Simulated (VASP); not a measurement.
CdTe:

```
Te Cd
1.0
     0.00000    3.20500    3.20500
     3.20500    0.00000    3.20500
     3.20500    3.20500    0.00000
Te Cd
1 1
Direct
  0.75000 0.75000 0.75000
  0.00000 0.00000 0.00000
```

* Program: VASP 6.6.1
* Task: relaxation of cell and atoms
* Functional: PBEsol
* Potentials or basis: VASP PAW PBE potentials, release 64 (Te, Cd)
* Cutoff: 600 eV
* k mesh: 7 × 7 × 7
* Occupations: fermi-dirac, width 0.05 eV
* Spin: no spin polarisation

At the start: pressure 1.8 GPa; volume 32.92 Å³/atom.

**Question.** How do energy, volume and symmetry change on relaxing?

**Answer.** Over 3 steps the energy falls by 7.3 meV/atom and the volume is 34.26 Å³/atom (+4.1 %); space group F-43m (No. 216, to 0.05 Å).

Step by step:
| step | energy change (eV) | largest force (eV/Å) | pressure (GPa) | volume (Å³) |
| --- | --- | --- | --- | --- |
| 1 | 0.0000 | 0.0000 | 1.82 | 65.84 |
| 2 | -0.0130 | 0.0000 | -0.54 | 69.47 |
| 3 | -0.0146 | 0.0000 | 0.00 | 68.52 |

Final structure:
```xyz
2
Lattice="0.0000 3.2479 3.2479 3.2479 0.0000 3.2479 3.2479 3.2479 0.0000" Properties=species:S:1:pos:R:3 pbc="T T T"
Te    4.8718    4.8718    4.8718
Cd    0.0000    0.0000    0.0000
```

Caveat: the PAW data sets were made with another functional, which shifts forces and pressure a little.
